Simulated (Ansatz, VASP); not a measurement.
**Two plane-wave programs on Y**

```
Y
1.0
     3.53193    0.00000    0.00000
    -1.76596    3.05874    0.00000
     0.00000    0.00000    5.51664
Y
2
Direct
  0.33333 0.66667 0.25000
  0.66667 0.33333 0.75000
```

Alike in both runs: task single point; functional revPBE; k mesh 16 × 16 × 9; occupations fermi-dirac, width 0.1 eV; no spin polarisation.

```csv
,VASP,Ansatz
version,VASP 6.6.1,Ansatz 0.2.0
potentials or method,"VASP PAW PBE potentials, release 64 (Y_sv), cutoff 520 eV","plane waves (420 eV) with PAW, scalar-relativistic"
valence electrons in the cell,22,22
```

Ansatz gave:

```
pressure (GPa)                                                : 6.0
traceless stress, the component that is largest in VASP (GPa) : 0.06
```

Task: Estimate VASP's values.

Result: Pressure (GPa): 5.8; traceless stress, the component that is largest in VASP (GPa): 0.07.

VASP's potentials were made for PBE, not for revPBE. With one functional, cell and mesh, what is left measures potentials, basis and numerics.
